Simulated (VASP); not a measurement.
# KBr (Fm-3m) in VASP: a series of runs, part 2 of 2

VASP 6.6.1. The steps go on from the part before.

### Step 3. Single point, PBE

This run uses another cell than the first one, of 34.65 Å³/atom, 1.064 times its volume.

INCAR reads:

```
PREC = Accurate
ENCUT = 500
EDIFF = 1E-6
ISMEAR = 0
SIGMA = 0.01
LREAL = F
LASPH = T
NELM = 120
ALGO = Normal
ISIF = 2
LWAVE = F
LCHARG = T
GGA = PE
LELF = T
LVHAR = T
NBANDS = 15
GGA_COMPAT = F
```

KPOINTS reads:

```
Automatic mesh
0
Gamma
  4 4 4
```

POSCAR reads:

```
KBr
1.0
    0.0000000000      3.2600000000      3.2600000000
    3.2600000000      0.0000000000      3.2600000000
    3.2600000000      3.2600000000      0.0000000000
K Br
1 1
Direct
    0.0000000000      0.0000000000      0.0000000000
    0.5000000000      0.5000000000      0.5000000000
```

Potentials or basis: VASP PAW PBE potentials, release 64 (K_sv, Br).

Started as:

```
> cat potpaw_PBE.64/K_sv/POTCAR potpaw_PBE.64/Br/POTCAR > POTCAR
> mpirun -np 1 vasp_std > vasp.out
```

OUTCAR:

```text
PREC = Accurate
   ENCUT = 500
   EDIFF = 1E-6
   ISMEAR = 0
   LREAL = F
   LASPH = T
   NELM = 120
   ISIF = 2
   GGA = PE

 ion  position               nearest neighbor table
   1  0.000  0.000  0.000-   2 3.26   2 3.26   2 3.26   2 3.26   2 3.26   2 3.26
   2  0.500  0.500  0.500-   1 3.26   1 3.26   1 3.26   1 3.26   1 3.26   1 3.26

  LATTYP: Found a face centered cubic cell.
 ALAT       =     6.5200000000

  Lattice vectors:

 A1 = (   0.0000000000,   3.2600000000,   3.2600000000)
 A2 = (   3.2600000000,   0.0000000000,   3.2600000000)
 A3 = (   3.2600000000,   3.2600000000,   0.0000000000)

Analysis of symmetry for initial positions (statically):
=====================================================================
 Subroutine PRICEL returns:
 Original cell was already a primitive cell.

 Routine SETGRP: Setting up the symmetry group for a
 face centered cubic supercell.

 Subroutine GETGRP returns: Found 48 space group operations
 (whereof 48 operations were pure point group operations)
 out of a pool of 48 trial point group operations.

The static configuration has the point symmetry O_h .

Analysis of symmetry for dynamics (positions and initial velocities):
=====================================================================
 Subroutine PRICEL returns:
 Original cell was already a primitive cell.

 Routine SETGRP: Setting up the symmetry group for a
 face centered cubic supercell.

 Subroutine GETGRP returns: Found 48 space group operations
 (whereof 48 operations were pure point group operations)
 out of a pool of 48 trial point group operations.

The dynamic configuration has the point symmetry O_h .

 Subroutine INISYM returns: Found 48 space group operations
 (whereof 48 operations are pure point group operations),
 and found     1 'primitive' translations

----------------------------------------------------------------------------------------

[... 104 lines left out ...]
   LEPSILON=     F    determine dielectric tensor
   LRPA    =     F    only Hartree local field effects (RPA)
 non-spin polarized calculation
 Gauss-broadening in eV      SIGMA  =   0.01
  energy-cutoff  :      500.00
  volume of cell :       69.29
 maximum number of plane-waves:      1807
 NGX is ok and might be reduce to    36
   NGX = 17   NGY = 17   NGZ = 17

 number of electron      16.0000001 magnetization

 Free energy of the ion-electron system (eV)
  ---------------------------------------------------
  ext. energy  EPLUGINS =         0.00000000
  ---------------------------------------------------
  free energy    TOTEN  =        -6.19682297 eV

  energy without entropy =       -6.19682297  energy(sigma->0) =       -6.19682297

 E-fermi :  -1.5085     XC(G=0):  -7.5177

 val. band max:       -1.5903234134   @ k =   0.0000   0.0000   0.0000
 cond. band min:       2.9436061531   @ k =   0.0000   0.0000   0.0000
 fundamental gap:      4.5339295666
 Fermi energy:        -1.5084793563

 k-point     1 :       0.0000    0.0000    0.0000
  band No.  band energies     occupation
      1     -29.2964      2.00000
      2     -13.9288      2.00000
      3     -12.7767      2.00000
      4     -12.7767      2.00000
      5     -12.7767      2.00000
      6      -1.5903      2.00000
      7      -1.5903      2.00000
      8      -1.5903      2.00000
      9       2.9436      0.00000
     10       6.0181      0.00000
     11       6.0181      0.00000
     12       6.0181      0.00000
     13       6.8647      0.00000
     14       6.8647      0.00000
[... 113 lines left out ...]
      2     -13.9240      2.00000
      3     -12.8500      2.00000
      4     -12.8500      2.00000
      5     -12.6728      2.00000
      6      -2.2077      2.00000
      7      -2.2077      2.00000
      8      -2.1663      2.00000
      9       5.8349      0.00000
     10       5.8349      0.00000
     11       6.8081      0.00000
     12       7.5649      0.00000
     13       9.2647      0.00000
     14       9.3298      0.00000
     15       9.6236      0.00000

------------------------ aborting loop because EDIFF is reached ----------------------------------------

  FORCE on cell =-STRESS in cart. coord.  units (eV):
  Direction    XX          YY          ZZ          XY          YZ          ZX
  --------------------------------------------------------------------------------------
  -------------------------------------------------------------------------------------
  Total        0.6196307      0.6196307      0.6196307      0.0000000      0.0000000      0.0000000
  in kB       14.3271797     14.3271797     14.3271797      0.0000000      0.0000000      0.0000000
  external PRESSURE =      14.3271797 kB  Pullay stress =       0.0000000 kB

 VOLUME and BASIS-vectors are now :
 -----------------------------------------------------------------------------
  energy-cutoff  :      500.00
  volume of cell :       69.29
      direct lattice vectors                 reciprocal lattice vectors
     0.000000000  3.260000000  3.260000000    -0.153374233  0.153374233  0.153374233
     3.260000000  0.000000000  3.260000000     0.153374233 -0.153374233  0.153374233
     3.260000000  3.260000000  0.000000000     0.153374233  0.153374233 -0.153374233

 POSITION                                       TOTAL-FORCE (eV/Angst)
 -----------------------------------------------------------------------------------
      0.00000      0.00000      0.00000         0.000000     -0.000000      0.000000
      3.26000      3.26000      3.26000        -0.000000      0.000000     -0.000000
 -----------------------------------------------------------------------------------
    total drift:                                0.000000      0.000000      0.000000

  FREE ENERGIE OF THE ION-ELECTRON SYSTEM (eV)
  ---------------------------------------------------
  free  energy   TOTEN  =        -6.1968229692 eV

  energy  without entropy=       -6.1968229692  energy(sigma->0) =       -6.19682297
```

OSZICAR:

```text
N       E                     dE             d eps       ncg     rms          rms(c)
DAV:   1     0.989592557103E+02    0.98959E+02   -0.66981E+03   240   0.906E+02
DAV:   2    -0.260312955217E+00   -0.99220E+02   -0.90885E+02   331   0.233E+02
DAV:   3    -0.613597568223E+01   -0.58757E+01   -0.58350E+01   303   0.494E+01
DAV:   4    -0.636089696818E+01   -0.22492E+00   -0.22478E+00   405   0.909E+00
DAV:   5    -0.636225100356E+01   -0.13540E-02   -0.13540E-02   303   0.783E-01    0.333E+00
DAV:   6    -0.619759410743E+01    0.16466E+00   -0.20978E-01   275   0.223E+00    0.243E+00
DAV:   7    -0.618742279738E+01    0.10171E-01   -0.10490E-01   317   0.176E+00    0.107E+00
DAV:   8    -0.619579220509E+01   -0.83694E-02   -0.10811E-02   263   0.782E-01    0.117E-01
DAV:   9    -0.619653167527E+01   -0.73947E-03   -0.68395E-04   296   0.159E-01    0.734E-02
DAV:  10    -0.619680444852E+01   -0.27277E-03   -0.26523E-04   247   0.937E-02    0.110E-02
DAV:  11    -0.619682170825E+01   -0.17260E-04   -0.24756E-05   298   0.288E-02    0.630E-03
DAV:  12    -0.619682286461E+01   -0.11564E-05   -0.36423E-06   246   0.124E-02    0.135E-03
DAV:  13    -0.619682296921E+01   -0.10461E-06   -0.79137E-08   253   0.166E-03
   1 F= -.61968230E+01 E0= -.61968230E+01  d E =-.214443E-32
```

stdout:

```text
POSCAR found type information on POSCAR K Br
 POSCAR found :  2 types and       2 ions
 scaLAPACK will be used
 LDA part: xc-table for (Slater+PW92), standard interpolation
 POSCAR, INCAR and KPOINTS ok, starting setup
 FFT: planning ... GRIDC
 FFT: planning ... GRID_SOFT
 FFT: planning ... GRID
 WAVECAR not read
 entering main loop
```

Run time: 26 s. Hardware: 1 thread of AMD EPYC 7R13, shared host; peak memory 0.17 GiB.

Results:

```
Free energy            : -6.1968 eV
Pressure               : 1.4 GPa
Band gap on the k mesh : 4.53 eV, direct
```

Levels at points of the mesh, in eV from the valence-band top:
```tsv
k point	band 6	band 7	band 8	band 9	band 10	band 11
(0.00, 0.00, 0.00)	0.00	0.00	0.00	4.53	7.61	7.61
(0.50, 0.00, 0.00)	-1.25	-0.36	-0.36	6.67	8.37	9.86
(0.50, 0.50, 0.00)	-0.85	-0.30	-0.30	5.82	7.33	9.43
```

A hybrid or GW would open this gap; PBE tends to underestimate it.

### Step 4. Single point, PBE

This run uses another cell than the first one, of 34.65 Å³/atom, 1.064 times its volume.

INCAR reads:

```
SYSTEM = KBr
PREC = Accurate
ENCUT = 500
EDIFF = 1E-6
ISMEAR = 0
SIGMA = 0.01
LREAL = .FALSE.
LASPH = .TRUE.
NELM = 120
ALGO = Normal
ISIF = 2
LWAVE = .FALSE.
LCHARG = .TRUE.
GGA = PE
LELF = .TRUE.
LVHAR = .TRUE.
NBANDS = 15
GGA_COMPAT = .FALSE.
```

KPOINTS reads:

```
Automatic mesh
0
G
  4 4 4
  0 0 0
```

POSCAR is that of step 3.

Potentials or basis: VASP PAW PBE potentials, release 64 (K_sv, Br).

Started as:

```
> cat potpaw_PBE.64/K_sv/POTCAR potpaw_PBE.64/Br/POTCAR > POTCAR
> mpirun -np 1 vasp_std > vasp.out
```

OUTCAR:

```text
SYSTEM = KBr
   PREC = Accurate
   ENCUT = 500
   EDIFF = 1E-6
   ISMEAR = 0
   LREAL = .FALSE.
   LASPH = .TRUE.
   NELM = 120
   ISIF = 2
   GGA = PE

 ion  position               nearest neighbor table
   1  0.000  0.000  0.000-   2 3.26   2 3.26   2 3.26   2 3.26   2 3.26   2 3.26
   2  0.500  0.500  0.500-   1 3.26   1 3.26   1 3.26   1 3.26   1 3.26   1 3.26

  LATTYP: Found a face centered cubic cell.
 ALAT       =     6.5200000000

  Lattice vectors:

 A1 = (   0.0000000000,   3.2600000000,   3.2600000000)
 A2 = (   3.2600000000,   0.0000000000,   3.2600000000)
[... 312 lines left out ...]

  FORCE on cell =-STRESS in cart. coord.  units (eV):
  Direction    XX          YY          ZZ          XY          YZ          ZX
  --------------------------------------------------------------------------------------
  -------------------------------------------------------------------------------------
  Total        0.6196307      0.6196307      0.6196307      0.0000000      0.0000000      0.0000000
  in kB       14.3271797     14.3271797     14.3271797      0.0000000      0.0000000      0.0000000
  external PRESSURE =      14.3271797 kB  Pullay stress =       0.0000000 kB

 VOLUME and BASIS-vectors are now :
 -----------------------------------------------------------------------------
  energy-cutoff  :      500.00
  volume of cell :       69.29
      direct lattice vectors                 reciprocal lattice vectors
     0.000000000  3.260000000  3.260000000    -0.153374233  0.153374233  0.153374233
     3.260000000  0.000000000  3.260000000     0.153374233 -0.153374233  0.153374233
     3.260000000  3.260000000  0.000000000     0.153374233  0.153374233 -0.153374233

 POSITION                                       TOTAL-FORCE (eV/Angst)
 -----------------------------------------------------------------------------------
      0.00000      0.00000      0.00000         0.000000     -0.000000      0.000000
      3.26000      3.26000      3.26000        -0.000000      0.000000     -0.000000
 -----------------------------------------------------------------------------------
    total drift:                                0.000000      0.000000      0.000000

  FREE ENERGIE OF THE ION-ELECTRON SYSTEM (eV)
  ---------------------------------------------------
  free  energy   TOTEN  =        -6.1968229692 eV

  energy  without entropy=       -6.1968229692  energy(sigma->0) =       -6.19682297
```

OSZICAR:

```text
N       E                     dE             d eps       ncg     rms          rms(c)
DAV:   1     0.989592557103E+02    0.98959E+02   -0.66981E+03   240   0.906E+02
DAV:   2    -0.260312955217E+00   -0.99220E+02   -0.90885E+02   331   0.233E+02
DAV:   3    -0.613597568223E+01   -0.58757E+01   -0.58350E+01   303   0.494E+01
DAV:   4    -0.636089696818E+01   -0.22492E+00   -0.22478E+00   405   0.909E+00
DAV:   5    -0.636225100356E+01   -0.13540E-02   -0.13540E-02   303   0.783E-01    0.333E+00
DAV:   6    -0.619759410743E+01    0.16466E+00   -0.20978E-01   275   0.223E+00    0.243E+00
DAV:   7    -0.618742279738E+01    0.10171E-01   -0.10490E-01   317   0.176E+00    0.107E+00
DAV:   8    -0.619579220509E+01   -0.83694E-02   -0.10811E-02   263   0.782E-01    0.117E-01
DAV:   9    -0.619653167527E+01   -0.73947E-03   -0.68395E-04   296   0.159E-01    0.734E-02
DAV:  10    -0.619680444852E+01   -0.27277E-03   -0.26523E-04   247   0.937E-02    0.110E-02
DAV:  11    -0.619682170825E+01   -0.17260E-04   -0.24756E-05   298   0.288E-02    0.630E-03
DAV:  12    -0.619682286461E+01   -0.11564E-05   -0.36423E-06   246   0.124E-02    0.135E-03
DAV:  13    -0.619682296921E+01   -0.10461E-06   -0.79137E-08   253   0.166E-03
   1 F= -.61968230E+01 E0= -.61968230E+01  d E =-.214443E-32
```

It took 29 s on 1 thread of AMD EPYC 7R13, shared host; peak memory 0.17 GiB.

Results:

- Free energy: -6.1968 eV
- Pressure: 1.4 GPa
- Band gap on the k mesh: 4.53 eV, direct

Levels at points of the mesh, in eV from the valence-band top:
```
           k point  band 4  band 5  band 6  band 7  band 8  band 9  band 10  band 11  band 12  band 13
(0.00, 0.00, 0.00)  -11.19  -11.19    0.00    0.00    0.00    4.53     7.61     7.61     7.61     8.46
(0.50, 0.00, 0.00)  -11.19  -10.92   -1.25   -0.36   -0.36    6.67     8.37     9.86     9.86    10.19
(0.50, 0.50, 0.00)  -11.23  -11.23   -0.85   -0.30   -0.30    5.82     7.33     9.43     9.72     9.81
```

### Step 5. Single point, PBE

This run uses another cell than the first one, of 36.72 Å³/atom, 1.128 times its volume.

INCAR reads:

```
SYSTEM = KBr
PREC     = Accurate       ! precision mode
ENCUT    = 500            ! plane-wave cutoff, eV
EDIFF    = 1E-6           ! SCF threshold, eV
ISMEAR   = 0              ! smearing method
SIGMA    = 0.01           ! smearing width, eV
LREAL    = .FALSE.        ! projectors in reciprocal space
LASPH    = .TRUE.         ! aspherical terms in the spheres
NELM     = 120            ! most SCF steps
ALGO     = Normal         ! electronic algorithm
ISIF     = 2              ! what is computed and relaxed
LWAVE    = .FALSE.        ! write WAVECAR
LCHARG   = .FALSE.        ! write CHGCAR
GGA      = PE             ! functional
NBANDS   = 15             ! bands
GGA_COMPAT= .FALSE.
```

KPOINTS reads:

```
regular mesh
0
G
  4 4 4
  0 0 0
```

POSCAR reads:

```
KBr
1.0
    0.0000000000      3.3239378000      3.3239378000
    3.3239378000      0.0000000000      3.3239378000
    3.3239378000      3.3239378000      0.0000000000
K Br
1 1
Direct
    0.0000000000      0.0000000000      0.0000000000
    0.5000000000      0.5000000000      0.5000000000
```

Started as:

```
> cat potpaw_PBE.64/K_sv/POTCAR potpaw_PBE.64/Br/POTCAR > POTCAR
> mpirun -np 1 vasp_std > vasp.out
```

It took 21 s on 1 thread of AMD EPYC 7R13, shared host; peak memory 0.17 GiB.

It converged, with:

| Item | Value |
| --- | --- |
| Free energy | -6.2204 eV |
| Pressure | 0.4 GPa |
| Band gap on the k mesh | 4.38 eV, direct |

Levels at points of the mesh, in eV from the valence-band top:
```
           k point  band 4  band 5  band 6  band 7  band 8  band 9  band 10  band 11  band 12  band 13
(0.00, 0.00, 0.00)  -11.30  -11.30    0.00    0.00    0.00    4.38     7.60     7.60     7.60     8.41
(0.50, 0.00, 0.00)  -11.31  -11.06   -1.14   -0.32   -0.32    6.54     8.15     9.70     9.70    10.01
(0.50, 0.50, 0.00)  -11.34  -11.34   -0.79   -0.28   -0.28    5.89     7.12     9.33     9.39     9.59
```

### Step 6. The runs side by side

```csv
cell,gap on the mesh (eV),pressure (GPa)
"a = 4.516 Å, angles 60.0°, 2 atoms",4.71,2.9
"a = 4.610 Å, angles 60.0°, 2 atoms",4.53,1.4
"a = 4.701 Å, angles 60.0°, 2 atoms",4.38,0.4
```

Alike in all rows: task single point; level PBE; potentials or basis VASP PAW PBE potentials, release 64 (K_sv, Br); no spin polarisation; k mesh 4 × 4 × 4; cutoff (eV) 500; smearing gaussian 0.01 eV.

Caveats: some runs use coarse meshes.

Absolute energies hang on the potentials; compare differences alone.
